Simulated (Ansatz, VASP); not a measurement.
Two plane-wave programs on PbO2

File INCAR:

```
SYSTEM = PbO2
PREC     = Accurate       ! precision mode
ENCUT    = 1340           ! plane-wave cutoff, eV
EDIFF    = 1E-6           ! SCF threshold, eV
ISMEAR   = 1              ! smearing method
SIGMA    = 0.1            ! smearing width, eV
LREAL    = .FALSE.        ! projectors in reciprocal space
LASPH    = .TRUE.         ! aspherical terms in the spheres
NELM     = 120            ! most SCF steps
ALGO     = Normal         ! electronic algorithm
ISIF     = 2              ! what is computed and relaxed
LWAVE    = .FALSE.        ! write WAVECAR
LCHARG   = .FALSE.        ! write CHGCAR
GGA      = PS             ! functional
NBANDS   = 20             ! bands
GGA_COMPAT= .FALSE.
```

Contents of KPOINTS:

```
regular mesh
0
G
  9 9 9
  0 0 0
```

POSCAR

```
PbO2
1.0
    0.0000000000      2.6279272300      2.6279272300
    2.6279272300      0.0000000000      2.6279272300
    2.6279272300      2.6279272300      0.0000000000
Pb O
1 2
Direct
    0.0000000000      0.0000000000      0.0000000000
    0.7500000000      0.7500000000      0.7500000000
    0.2500000000      0.2500000000      0.2500000000
```

Contents of input.yaml:

```yaml
crystal:
  lattice: { a: 5.25585446, b: 5.25585446, c: 5.25585446, alpha: 90.0, beta: 90.0, gamma: 90.0 }
  space_group: 225
  reduce_to_primitive: true
  atoms:
    - { symbol: Pb, wyckoff: "4a", position: [0.0, 0.0, 0.0] }
    - { symbol: O, wyckoff: "8c", position: [0.25, 0.25, 0.75] }
hamiltonian:
  xc: pbesol
  pseudopotentials: { kind: paw, accuracy: stringent, xc_functional: pbe }
kpoints:
  mp_grid: { grid: [9, 9, 9] }
scf:
  occupations: { method: methfessel_paxton, width: 0.1 }
output:
  forces: true
  stress: true
  eigenvalues: true
  bader: true
  populations: intrinsic
```

Change from the starting cell: volume scaled by 0.92.

Alike in both runs: functional PBEsol; k mesh 9 × 9 × 9; occupations methfessel-paxton of order 1, width 0.1 eV; no spin polarisation.

|  | VASP | Ansatz |
| --- | --- | --- |
| version | VASP 6.6.1 | Ansatz 0.2.0 |
| potentials or method | VASP PAW PBE potentials, release 64 (Pb_d, O_h) | SSSP precision PAW |
| plane-wave cutoff (eV) | 1340 | 1020 |
| valence electrons in the cell | 26 | 26 |
| task | single point | atomic charges |

```csv
,VASP,Ansatz,Ansatz less VASP
gap on the k mesh at the Fermi level (eV),none,none,-
pressure (GPa),7.4,8.7,+1.32
```

VASP's potentials were made for PBE, not for PBEsol. A gap of «none» marks a metal or a gap that the smearing closes. With one functional, cell and mesh, what is left measures potentials, basis and numerics.

Neither program's run includes spin-orbit coupling.
